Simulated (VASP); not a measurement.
# FeGe2 (I4/mcm) in VASP: single point with PBEsol

Aim: the single point of FeGe2 with PBEsol.

Program: VASP 6.6.1. These are calculated values, not measurements. Logs are shortened: lines on timing, memory, paths and dates and some standing lists are left out, and cuts for length are marked.

### Step 1. The cell of the first run

Symmetry: I4/mcm, No. 140, tetragonal system. The conventional cell has a = 5.919 Å, b = 5.919 Å, c = 4.903 Å, α = 90.00°, β = 90.00°, γ = 90.00°. Fe (site symmetry 422) has 2 Fe at 2.45 Å and 8 Ge at 2.55 Å within 3.2 Å. Ge (site symmetry m2m) has 4 Fe at 2.55 Å and 11 Ge at 2.59 to 3.17 Å within 3.4 Å.

### Step 2. Single point, PBEsol, collinear spin, ferromagnetic start

INCAR reads:

```
SYSTEM = FeGe2
ALGO = Normal ; EDIFF = 1E-6
ENCUT = 600 ; GGA = PS
GGA_COMPAT = .FALSE. ; ISIF = 2
ISMEAR = 0 ; ISPIN = 2
LASPH = .TRUE. ; LCHARG = .FALSE.
LMAXMIX = 4 ; LORBIT = 11
LREAL = .FALSE. ; LWAVE = .FALSE.
MAGMOM = 1.42 1.42 0 0 0 0 ; NBANDS = 49
NELM = 200 ; PREC = Accurate
SIGMA = 0.1
```

KPOINTS reads:

```
k-points
0
G
  6 6 6
  0 0 0
```

POSCAR reads:

```
FeGe2
1.0
   -2.9595565640      2.9595565640      2.4514030100
    2.9595565640     -2.9595565640      2.4514030100
    2.9595565640      2.9595565640     -2.4514030100
Fe Ge
2 4
Direct
    0.7500000000      0.7500000000      0.0000000000
    0.2500000000      0.2500000000      0.0000000000
    0.1548926100      0.6548926100      0.8097852200
    0.3451073900      0.1548926100      0.5000000000
    0.6548926100      0.8451073900      0.5000000000
    0.8451073900      0.3451073900      0.1902147800
```

Potentials or basis: VASP PAW PBE potentials, release 64 (Fe, Ge_d).

The run is started by

```bash
$ cat potpaw_PBE.64/Fe/POTCAR potpaw_PBE.64/Ge_d/POTCAR > POTCAR
$ mpirun -np 1 vasp_std > vasp.out
```

OUTCAR:

```text
SYSTEM = FeGe2
   EDIFF = 1E-6
   ENCUT = 600
   GGA = PS
   ISIF = 2
   ISMEAR = 0
   ISPIN = 2
   LASPH = .TRUE.
   LORBIT = 11
   LREAL = .FALSE.
   NELM = 200
   PREC = Accurate

 ion  position               nearest neighbor table
   1  0.750  0.750  0.000-   2 2.45   2 2.45   6 2.55   3 2.55   3 2.55   6 2.55   5 2.55   4 2.55
                             5 2.55   4 2.55
   2  0.250  0.250  0.000-   1 2.45   1 2.45   6 2.55   3 2.55   3 2.55   6 2.55   4 2.55   4 2.55
                             5 2.55   5 2.55
   3  0.155  0.655  0.810-   1 2.55   2 2.55   1 2.55   2 2.55   6 2.59
   4  0.345  0.155  0.500-   1 2.55   2 2.55   2 2.55   1 2.55   5 2.59
   5  0.655  0.845  0.500-   2 2.55   1 2.55   1 2.55   2 2.55   4 2.59
   6  0.845  0.345  0.190-   1 2.55   2 2.55   1 2.55   2 2.55   3 2.59

  LATTYP: Found a body centered tetragonal cell.
 ALAT       =     5.9191131280
 C/A-ratio  =     0.8283007799

  Lattice vectors:

 A1 = (  -2.9595565640,   2.9595565640,   2.4514030100)
 A2 = (   2.9595565640,  -2.9595565640,   2.4514030100)
 A3 = (   2.9595565640,   2.9595565640,  -2.4514030100)

Analysis of symmetry for initial positions (statically):
=====================================================================
 Subroutine PRICEL returns:
 Original cell was already a primitive cell.

 Routine SETGRP: Setting up the symmetry group for a
 body centered tetragonal supercell.

 Subroutine GETGRP returns: Found 16 space group operations
 (whereof  8 operations were pure point group operations)
 out of a pool of 16 trial point group operations.

The static configuration has the point symmetry C_4h.
 The point group associated with its full space group is D_4h.

Analysis of symmetry for dynamics (positions and initial velocities):
=====================================================================
 Subroutine PRICEL returns:
 Original cell was already a primitive cell.

 Routine SETGRP: Setting up the symmetry group for a
 body centered tetragonal supercell.

 Subroutine GETGRP returns: Found 16 space group operations
 (whereof  8 operations were pure point group operations)
 out of a pool of 16 trial point group operations.

The dynamic configuration has the point symmetry C_4h.
 The point group associated with its full space group is D_4h.

Analysis of structural, dynamic, and magnetic symmetry:
=====================================================================
 Subroutine PRICEL returns:
 Original cell was already a primitive cell.

 Routine SETGRP: Setting up the symmetry group for a
 body centered tetragonal supercell.

 Subroutine GETGRP returns: Found 16 space group operations
[... 149 lines left out ...]

 number of electron      72.0000005 magnetization       2.3130554

 Free energy of the ion-electron system (eV)
  ---------------------------------------------------
  ext. energy  EPLUGINS =         0.00000000
  ---------------------------------------------------
  free energy    TOTEN  =       -38.48639785 eV

  energy without entropy =      -38.47141278  energy(sigma->0) =      -38.47890531

 E-fermi :   7.8567     XC(G=0): -12.5847

 val. band max:        7.8514807007   @ k =   0.1667   0.1667   0.0000
 cond. band min:       7.8589939273   @ k =   0.3333   0.3333   0.1667
 fundamental gap:      0.0075132265
 Fermi energy:         7.8566989664

 spin component 1

 k-point     1 :       0.0000    0.0000    0.0000
  band No.  band energies     occupation
      1     -16.8192      1.00000
      2     -16.8044      1.00000
      3     -16.7986      1.00000
      4     -16.7824      1.00000
      5     -16.7694      1.00000
      6     -16.7694      1.00000
[... 1213 lines left out ...]
     47      15.4054      0.00000
     48      16.7190      0.00000

 [... further k-points ...]

 spin component 2

 k-point     1 :       0.0000    0.0000    0.0000
  band No.  band energies     occupation
      1     -16.8263      1.00000
      2     -16.8120      1.00000
      3     -16.8052      1.00000
      4     -16.7915      1.00000
      5     -16.7798      1.00000
      6     -16.7798      1.00000
[... 1213 lines left out ...]
     47      15.5263      0.00000
     48      16.7606      0.00000

 [... further k-points ...]

 [bands above 48 left out]

------------------------ aborting loop because EDIFF is reached ----------------------------------------

  FORCE on cell =-STRESS in cart. coord.  units (eV):
  Direction    XX          YY          ZZ          XY          YZ          ZX
  --------------------------------------------------------------------------------------
  -------------------------------------------------------------------------------------
  Total       -3.4531572     -3.4531572     -1.8618235      0.0000000     -0.0000000      0.0000000
  in kB      -64.4167689    -64.4167689    -34.7313036      0.0000000     -0.0000000      0.0000000
  external PRESSURE =     -54.5216138 kB  Pullay stress =       0.0000000 kB

 VOLUME and BASIS-vectors are now :
 -----------------------------------------------------------------------------
  energy-cutoff  :      600.00
  volume of cell :       85.89
      direct lattice vectors                 reciprocal lattice vectors
    -2.959556564  2.959556564  2.451403010     0.000000000  0.168944228  0.203964831
     2.959556564 -2.959556564  2.451403010     0.168944228  0.000000000  0.203964831
     2.959556564  2.959556564 -2.451403010     0.168944228  0.168944228  0.000000000

 POSITION                                       TOTAL-FORCE (eV/Angst)
 -----------------------------------------------------------------------------------
      0.00000      0.00000      3.67710         0.000000      0.000000      0.000000
      0.00000      0.00000      1.22570        -0.000000      0.000000      0.000000
      3.87638      0.91683     -0.00000         0.117929      0.117929     -0.000000
      0.91683      2.04273      0.00000         0.117929     -0.117929      0.000000
      2.04273      0.91683      2.45140        -0.117929      0.117929      0.000000
     -0.91683      2.04273      2.45140        -0.117929     -0.117929      0.000000
 -----------------------------------------------------------------------------------
    total drift:                               -0.000000     -0.000000      0.000000

  FREE ENERGIE OF THE ION-ELECTRON SYSTEM (eV)
  ---------------------------------------------------
  free  energy   TOTEN  =       -38.4863978511 eV

  energy  without entropy=      -38.4714127789  energy(sigma->0) =      -38.47890531

 total charge

# of ion       s       p       d       tot
------------------------------------------
    1        0.422   0.519   6.438   7.379
    2        0.422   0.519   6.438   7.379
    3        1.158   1.107  10.068  12.333
    4        1.158   1.107  10.068  12.333
    5        1.158   1.107  10.068  12.333
    6        1.158   1.107  10.068  12.333
--------------------------------------------------
tot          5.474   5.467  53.147  64.088

 magnetization (x)

# of ion       s       p       d       tot
------------------------------------------
    1        0.005   0.004   1.285   1.294
    2        0.005   0.004   1.285   1.294
    3       -0.001  -0.048  -0.002  -0.050
    4       -0.001  -0.048  -0.002  -0.050
    5       -0.001  -0.048  -0.002  -0.050
    6       -0.001  -0.048  -0.002  -0.050
--------------------------------------------------
tot          0.008  -0.186   2.563   2.385
```

Wall time 9.5 min (1 thread of Intel Xeon 8259CL, shared host); peak memory 0.43 GiB.

What came out:

```yaml
Free_energy: -38.4864 eV
Pressure: -5.5 GPa
Largest_force: 0.167 eV/Å
Net_moment: 2.31 μB per cell
Site_moments: Fe +1.29; Ge -0.05 μB
Valence_electrons_inside_the_program's_atomic_spheres: Fe 7.38; Ge 12.33
```

Forces in eV/Å, atoms in the order of the input:
```
Fe   0.000  0.000  0.000
Fe   0.000  0.000  0.000
Ge   0.118  0.118  0.000
Ge   0.118 -0.118  0.000
Ge  -0.118  0.118  0.000
Ge  -0.118 -0.118  0.000
```

Stress tensor (GPa, compression positive):
```
-6.44  0.00  0.00
 0.00 -6.44  0.00
 0.00  0.00 -3.47
```

Caveat: the cell stands under tension; the PAW data sets were made with another functional, which shifts forces and pressure a little.
